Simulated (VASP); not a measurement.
# SnPbSe2 (Imma) in VASP: relaxation of cell and atoms with LDA

Aim: the relaxation of cell and atoms of SnPbSe2 with LDA.

Program: VASP 6.6.1. These are calculated values, not measurements. Logs are shortened: lines on timing, memory, paths and dates and some standing lists are left out, and cuts for length are marked.

### Step 1. The cell of the first run

Symmetry: Imma, No. 74, orthorhombic system. Conventional cell: a = 8.585 Å, b = 12.141 Å, c = 8.585 Å, α = 90.00°, β = 90.00°, γ = 90.00°. Within 4.0 Å of Sn (site symmetry 2/m) lie 6 Se at 3.04 Å. Within 4.0 Å of Sn (site symmetry 2/m) lie 6 Se at 3.04 Å. Within 4.0 Å of Pb (site symmetry 2/m) lie 6 Se at 3.04 Å. Within 4.0 Å of Pb (site symmetry 2/m) lie 6 Se at 3.04 Å. Within 4.0 Å of Se (site symmetry 2) lie 3 Sn at 3.04 Å and 3 Pb at 3.04 Å. Within 4.0 Å of Se (site symmetry mm2) lie 2 Sn at 3.04 Å and 4 Pb at 3.04 Å. Se (site symmetry mm2) has 4 Sn at 3.04 Å and 2 Pb at 3.04 Å within 4.0 Å.

### Step 2. Relaxation of cell and atoms, LDA

Contents of INCAR:

```
PREC = Accurate ; ENCUT = 600
EDIFF = 1E-6 ; ISMEAR = 0
SIGMA = 0.03 ; LREAL = False
LASPH = True ; NELM = 80
ALGO = Normal ; ISIF = 3
LWAVE = False ; LCHARG = False
GGA = CA ; IBRION = 2
NSW = 90 ; EDIFFG = -0.01
LUSENCCL = False
```

Contents of KPOINTS:

```
regular mesh
0
Gamma
  6 6 6
```

Contents of POSCAR:

```
SnPbSe2
1.0
    0.0000000000      6.0706500000     -6.0706500000
   -6.0706500000      0.0000000000     -6.0706500000
   -6.0706500000      6.0706500000      0.0000000000
Sn Pb Se
4 4 8
Direct
    0.5000000000      0.5000000000      0.0000000000
    0.0000000000      0.5000000000      0.0000000000
    0.5000000000      0.0000000000      0.0000000000
    0.0000000000      0.5000000000      0.5000000000
    0.0000000000      0.0000000000      0.0000000000
    0.5000000000      0.5000000000      0.5000000000
    0.5000000000      0.0000000000      0.5000000000
    0.0000000000      0.0000000000      0.5000000000
    0.7500000000      0.7500000000      0.2500000000
    0.2500000000      0.7500000000      0.2500000000
    0.7500000000      0.2500000000      0.2500000000
    0.2500000000      0.2500000000      0.2500000000
    0.7500000000      0.7500000000      0.7500000000
    0.2500000000      0.7500000000      0.7500000000
    0.7500000000      0.2500000000      0.7500000000
    0.2500000000      0.2500000000      0.7500000000
```

Potentials or basis: VASP PAW LDA potentials, release 64 (Sn_d, Pb_d, Se).

The run is started by

```console
cat potpaw_LDA.64/Sn_d/POTCAR potpaw_LDA.64/Pb_d/POTCAR potpaw_LDA.64/Se/POTCAR > POTCAR
mpirun -np 1 vasp_std > vasp.out
```

OUTCAR:

```text
PREC = Accurate
   ENCUT = 600
   EDIFF = 1E-6
   ISMEAR = 0
   LREAL = False
   LASPH = True
   NELM = 80
   ISIF = 3
   GGA = CA
   IBRION = 2
   NSW = 90
   EDIFFG = -0.01

 ion  position               nearest neighbor table
   1  0.500  0.500  0.000-  10 3.04  11 3.04  12 3.04  13 3.04  14 3.04  15 3.04
   2  0.000  0.500  0.000-   9 3.04  11 3.04  12 3.04  13 3.04  14 3.04  16 3.04
   3  0.500  0.000  0.000-   9 3.04  10 3.04  12 3.04  13 3.04  15 3.04  16 3.04
   4  0.000  0.500  0.500-   9 3.04  10 3.04  12 3.04  13 3.04  15 3.04  16 3.04
   5  0.000  0.000  0.000-   9 3.04  10 3.04  11 3.04  14 3.04  15 3.04  16 3.04
   6  0.500  0.500  0.500-   9 3.04  10 3.04  11 3.04  14 3.04  15 3.04  16 3.04
[... 8 lines left out ...]
  15  0.750  0.250  0.750-   1 3.04   3 3.04   4 3.04   5 3.04   6 3.04   8 3.04
  16  0.250  0.250  0.750-   2 3.04   3 3.04   4 3.04   5 3.04   6 3.04   7 3.04

  LATTYP: Found a face centered cubic cell.
 ALAT       =    12.1413000000

  Lattice vectors:

 A1 = (   0.0000000000,   6.0706500000,  -6.0706500000)
 A2 = (  -6.0706500000,   0.0000000000,  -6.0706500000)
 A3 = (  -6.0706500000,   6.0706500000,   0.0000000000)

Analysis of symmetry for initial positions (statically):
=====================================================================
 Subroutine PRICEL returns:
 Original cell was already a primitive cell.

 Routine SETGRP: Setting up the symmetry group for a
 face centered cubic supercell.

 Subroutine GETGRP returns: Found  8 space group operations
 (whereof  4 operations were pure point group operations)
 out of a pool of 48 trial point group operations.

The static configuration has the point symmetry C_2h.
 The point group associated with its full space group is D_2h.

Analysis of symmetry for dynamics (positions and initial velocities):
=====================================================================
 Subroutine PRICEL returns:
 Original cell was already a primitive cell.

 Routine SETGRP: Setting up the symmetry group for a
 face centered cubic supercell.

 Subroutine GETGRP returns: Found  8 space group operations
 (whereof  4 operations were pure point group operations)
 out of a pool of 48 trial point group operations.

The dynamic configuration has the point symmetry C_2h.
 The point group associated with its full space group is D_2h.

 Subroutine INISYM returns: Found  8 space group operations
 (whereof  4 operations are pure point group operations),
 and found     1 'primitive' translations

----------------------------------------------------------------------------------------

                                     Primitive cell

  volume of cell :     447.4408

  direct lattice vectors                    reciprocal lattice vectors
     0.000000000  6.070650000 -6.070650000     0.082363503  0.082363503 -0.082363503
    -6.070650000  0.000000000 -6.070650000    -0.082363503 -0.082363503 -0.082363503
    -6.070650000  6.070650000  0.000000000    -0.082363503  0.082363503  0.082363503

  length of vectors
     8.585195562  8.585195562  8.585195562     0.142657772  0.142657772  0.142657772

  position of ions in fractional coordinates (direct lattice)
     0.500000000  0.500000000  0.000000000
     0.000000000  0.500000000  0.000000000
     0.500000000  0.000000000  0.000000000
     0.000000000  0.500000000  0.500000000
     0.000000000  0.000000000  0.000000000
     0.500000000  0.500000000  0.500000000
[... 8 lines left out ...]
     0.750000000  0.250000000  0.750000000
     0.250000000  0.250000000  0.750000000

  ion indices of the primitive-cell ions
   primitive index   ion index
                 1           1
                 2           2
                 3           3
                 4           4
                 5           5
                 6           6
[... 8 lines left out ...]
                15          15
                16          16

----------------------------------------------------------------------------------------

 KPOINTS: regular mesh

Automatic generation of k-mesh.
 Grid dimensions read from file:
 generate k-points for:    6    6    6

 Generating k-lattice:

  Cartesian coordinates                     Fractional coordinates (reciprocal lattice)
     0.013727251  0.013727251 -0.013727251     0.166666667  0.000000000  0.000000000
    -0.013727251 -0.013727251 -0.013727251     0.000000000  0.166666667  0.000000000
    -0.013727251  0.013727251  0.013727251     0.000000000  0.000000000  0.166666667

  Length of vectors
     0.023776295  0.023776295  0.023776295

  Shift w.r.t. Gamma in fractional coordinates (k-lattice)
     0.000000000  0.000000000  0.000000000

 Subroutine IBZKPT returns following result:
 ===========================================

 Found     46 irreducible k-points:

 Following reciprocal coordinates:
            Coordinates               Weight
  0.000000  0.000000  0.000000      1.000000
  0.166667  0.000000  0.000000      4.000000
  0.000000  0.166667  0.000000      4.000000
  0.333333  0.000000  0.000000      4.000000
  0.000000  0.333333  0.000000      4.000000
  0.500000  0.000000  0.000000      2.000000
[... 16 lines left out ...]
  0.000000 -0.166667  0.166667      2.000000
 -0.333333 -0.166667 -0.166667      2.000000
 [... further k-points ...]
   k-points           NKPTS =     46   k-points in BZ     NKDIM =     46   number of bands    NBANDS=     96
   number of dos      NEDOS =    301   number of ions     NIONS =     16
   total plane-waves  NPLWV = 343000
   dimension x,y,z NGX =    70 NGY =   70 NGZ =   70
   dimension x,y,z NGXF=   140 NGYF=  140 NGZF=  140
   ions per type =               4   4   8
   NGX,Y,Z   is equivalent  to a cutoff of  13.55, 13.55, 13.55 a.u.
   NGXF,Y,Z  is equivalent  to a cutoff of  27.11, 27.11, 27.11 a.u.
 SYSTEM =  unknown system
   PREC   = accura    normal or accurate (medium, high low for compatibility)
   ISTART =      0    job   : 0-new  1-cont  2-samecut
   ICHARG =      2    charge: 1-file 2-atom 10-const
   ISPIN  =      1    spin polarized calculation?
   LNONCOLLINEAR =      F non collinear calculations
   LSORBIT =      F    spin-orbit coupling
   LASPH  =      T    aspherical Exc in radial PAW
   ENCUT  =  600.0 eV  44.10 Ry    6.64 a.u.  17.15 17.15 17.15*2*pi/ulx,y,z
   NELM   =     80;   NELMIN=  2; NELMDL= -5     # of ELM steps
   EDIFF  = 0.1E-05   stopping-criterion for ELM
   LREAL  =      F    real-space projection
   EDIFFG = -.1E-01   stopping-criterion for IOM
   NSW    =     90    number of steps for IOM
   IBRION =      2    ionic relax: 0-MD 1-quasi-New 2-CG
   NFREE  =      1    steps in history (QN), initial steepest desc. (CG)
   ISIF   =      3    stress and relaxation
   ISYM   =      2    0-nonsym 1-usesym 2-fastsym
   POTIM  = 0.5000    time-step for ionic-motion
   TEBEG  =    0.0;   TEEND  =   0.0 temperature during run
   PSTRESS=    0.0 pullay stress
   NELECT =     160.0000    total number of electrons
   NUPDOWN=      -1.0000    fix difference up-down
   EMIN   =  10.00;   EMAX   =-10.00  energy-range for DOS
   EFERMI =   0.00;   METHOD = LEGACY
   ISMEAR =     0;   SIGMA  =   0.03  broadening in eV -4-tet -1-fermi 0-gaus
   EFERMI_NEDOS =   21; number of points for ismear=-14 and -15
   IALGO  =     38    algorithm
   IMIX   =      4    mixing-type and parameters
     AMIX     =   0.40;   BMIX     =  1.00
     AMIX_MAG =   1.60;   BMIX_MAG =  1.00
  volume/ion in A,a.u.               =      27.97       188.72
  Fermi-wavevector in a.u.,A,eV,Ry     =   1.161992  2.195846 18.370917  1.350224
  Thomas-Fermi vector in A             =   2.298558
   LORBIT       =      0    0 simple, 1 ext, 2 COOP (PROOUT), +10 PAW based schemes
   GGA     = CA    functional components
   LHFCALC =     F    Hartree Fock is set to
   AEXX    =    0.0000 exact exchange contribution
   IVDW    =     0    specifies the selected vdW correction
   LEPSILON=     F    determine dielectric tensor
   LRPA    =     F    only Hartree local field effects (RPA)
 conjugate gradient relaxation of ions
 non-spin polarized calculation
 Gauss-broadening in eV      SIGMA  =   0.03
  energy-cutoff  :      600.00
  volume of cell :      447.44
 maximum number of plane-waves:     15065
 NGX is ok and might be reduce to    70
   NGX = 35   NGY = 35   NGZ = 35

--------------------------------------- Ionic step        1  -------------------------------------------

 number of electron     159.9999977 magnetization

 Free energy of the ion-electron system (eV)
  ---------------------------------------------------
  ext. energy  EPLUGINS =         0.00000000
  ---------------------------------------------------
  free energy    TOTEN  =       -75.55221460 eV

  energy without entropy =      -75.55200026  energy(sigma->0) =      -75.55210743

 E-fermi :   5.2104     XC(G=0):  -9.8638

 val. band max:        5.1927913247   @ k =   0.0000   0.0000   0.0000
 cond. band min:       5.2123491552   @ k =   0.0000   0.0000   0.0000
 fundamental gap:      0.0195578305
 Fermi energy:         5.2104153502

 k-point     1 :       0.0000    0.0000    0.0000
  band No.  band energies     occupation
      1     -16.2826      2.00000
      2     -16.2785      2.00000
      3     -16.2750      2.00000
      4     -16.2696      2.00000
      5     -16.2669      2.00000
      6     -16.2665      2.00000
[... 2269 lines left out ...]
     91       8.1320      0.00000
     92       8.2542      0.00000

 [... further k-points ...]

 [bands above 92 left out]

------------------------ aborting loop because EDIFF is reached ----------------------------------------

  FORCE on cell =-STRESS in cart. coord.  units (eV):
  Direction    XX          YY          ZZ          XY          YZ          ZX
  --------------------------------------------------------------------------------------
  -------------------------------------------------------------------------------------
  Total       -6.8046303     -6.8120433     -6.8120433      0.0000000     -0.0120487      0.0000000
  in kB      -24.3657362    -24.3922804    -24.3922804      0.0000000     -0.0431433      0.0000000
  external PRESSURE =     -24.3834323 kB  Pullay stress =       0.0000000 kB
[... 185 lines left out ...]
  energy  without entropy=      -75.7357743534  energy(sigma->0) =      -75.73591889

--------------------------------------- Ionic step        5  -------------------------------------------

 number of electron     160.0000023 magnetization

 Free energy of the ion-electron system (eV)
  ---------------------------------------------------
  ext. energy  EPLUGINS =         0.00000000
  ---------------------------------------------------
  free energy    TOTEN  =       -75.74912142 eV

  energy without entropy =      -75.74882462  energy(sigma->0) =      -75.74897302

 E-fermi :   5.7760     XC(G=0): -10.0763

 val. band max:        5.7649904714   @ k =   0.0000   0.0000   0.0000
 cond. band min:       6.0930937596   @ k =   0.1667   0.1667   0.0000
 fundamental gap:      0.3281032881
 Fermi energy:         5.7760424868

 k-point     1 :       0.0000    0.0000    0.0000
  band No.  band energies     occupation
      1     -15.7277      2.00000
      2     -15.7247      2.00000
      3     -15.7185      2.00000
      4     -15.7182      2.00000
      5     -15.7068      2.00000
      6     -15.7057      2.00000
[... 2269 lines left out ...]
     91       8.8261      0.00000
     92       8.9234      0.00000

 [... further k-points ...]

 [bands above 92 left out]

------------------------ aborting loop because EDIFF is reached ----------------------------------------

  FORCE on cell =-STRESS in cart. coord.  units (eV):
  Direction    XX          YY          ZZ          XY          YZ          ZX
  --------------------------------------------------------------------------------------
  -------------------------------------------------------------------------------------
  Total        0.0662295      0.0710940      0.0710940      0.0000000      0.0283605     -0.0000000
  in kB        0.2486318      0.2668938      0.2668938      0.0000000      0.1064680     -0.0000000
  external PRESSURE =       0.2608065 kB  Pullay stress =       0.0000000 kB
[... 31 lines left out ...]
  FREE ENERGIE OF THE ION-ELECTRON SYSTEM (eV)
  ---------------------------------------------------
  free  energy   TOTEN  =       -75.7491214161 eV

  energy  without entropy=      -75.7488246212  energy(sigma->0) =      -75.74897302

 reached required accuracy - stopping structural energy minimisation
```

It took 56 min on 1 × NVIDIA H100 80GB with 1 thread of AMD EPYC 7R13 (Zen 3), shared host; peak memory 2.8 GiB.

Results:

* Free energy: -75.7491 eV
* Relaxed volume: 26.67 Å³/atom
* Relaxed cell: a = 8.451 Å, b = 8.451 Å, c = 8.451 Å, α = 60.00°, β = 60.00°, γ = 60.00°
* Space group after relaxing (to 0.1 Å): Imma (No. 74)
* Energy gained by relaxing: 12.3 meV/atom
* Ionic steps: 5
* Pressure after relaxing: 0.0 GPa
* Largest force after relaxing: 0.005 eV/Å

Forces in eV/Å, atoms in the order of the input:
```
Sn   0.000  0.000  0.000
Sn   0.000  0.000  0.000
Sn   0.000  0.000  0.000
Sn   0.000  0.000  0.000
Pb   0.000  0.000  0.000
Pb   0.000  0.000  0.000
Pb   0.000  0.000  0.000
Pb   0.000  0.000  0.000
Se   0.000  0.000  0.000
Se   0.000  0.000  0.000
Se   0.000 -0.004 -0.004
Se   0.000  0.004  0.004
Se   0.000 -0.004 -0.004
Se   0.000  0.004  0.004
Se   0.000  0.000  0.000
Se   0.000  0.000  0.000
```

Step by step:
```
step  energy change (eV)  largest force (eV/Å)  pressure (GPa)  volume (Å³)
   1              0.0000                0.2390           -2.44       447.44
   2             -0.1539                0.2262            0.98       420.44
   3             -0.1711                0.2299            0.08       426.64
   4             -0.1838                0.1649            0.07       426.68
   5             -0.1969                0.0054            0.03       426.78
```

Final structure:
```
CELL_PARAMETERS angstrom
0.00000 5.97585 -5.97585
-5.97595 0.00022 -5.97563
-5.97595 5.97563 -0.00022
ATOMIC_POSITIONS crystal
Sn 0.50000 0.50000 0.00000
Sn 0.00000 0.50000 0.00000
Sn 0.50000 0.00000 0.00000
Sn 0.00000 0.50000 0.50000
Pb 0.00000 0.00000 0.00000
Pb 0.50000 0.50000 0.50000
Pb 0.50000 0.00000 0.50000
Pb 0.00000 0.00000 0.50000
Se 0.75273 0.74727 0.24727
Se 0.25273 0.74727 0.24727
Se 0.75000 0.25548 0.24452
Se 0.25000 0.25546 0.24454
Se 0.75000 0.74454 0.75546
Se 0.25000 0.74452 0.75548
Se 0.74727 0.25273 0.75273
Se 0.24727 0.25273 0.75273
```

Levels at points of the mesh, in eV from the Fermi level:
```
           k point  band 78  band 79  band 80  band 81  band 82  band 83
(0.00, 0.00, 0.00)    -0.08    -0.08    -0.06    -0.01     0.35     0.37
(0.50, 0.00, 0.00)    -2.06    -1.07    -1.07     2.05     2.05     2.53
(0.00, 0.50, 0.00)    -2.06    -1.09    -1.06     1.91     2.20     2.49
(0.50, 0.50, 0.00)    -0.60    -0.58    -0.57     1.12     1.17     1.23
(0.00, 0.50, 0.50)    -0.71    -0.59    -0.51     1.16     1.18     1.19
```

Caveat: spin-orbit coupling is left out, which moves the levels of the heavy elements.
